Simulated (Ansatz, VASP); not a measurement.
## Two plane-wave programs on N

```xyz
2
Lattice="3.9193 0.0000 0.0000 -1.9597 3.3942 0.0000 0.0000 0.0000 6.1256" Properties=species:S:1:pos:R:3 pbc="T T T"
N     0.0000    2.2628    1.5314
N     1.9597    1.1314    4.5942
```

Change from the starting cell: strain +0.080 along x and y, +0.040 along z, atoms carried along.

Alike in both runs: task single point; functional LDA; k mesh 15 × 15 × 8; occupations gaussian, width 0.15 eV; no spin polarisation.

```csv
,VASP,Ansatz
version,VASP 6.6.1,Ansatz 0.2.0
potentials or method,"VASP PAW LDA potentials, release 64 (N), cutoff 520 eV","scalar-relativistic, plane waves, PAW"
valence electrons in the cell,10,10
```

Ansatz gave:

```
gap on the k mesh at the Fermi level (eV)                     : none
pressure (GPa)                                                : -5.2
traceless stress, the component that is largest in VASP (GPa) : -0.56
```

Estimate VASP's values.

gap on the k mesh at the Fermi level (eV): none; pressure (GPa): -5.3; traceless stress, the component that is largest in VASP (GPa): -0.54.

LDA's correlation is that of Perdew and Zunger in VASP and of Perdew and Wang (1992) in Ansatz. A gap of «none» marks a metal or a gap that the smearing closes.
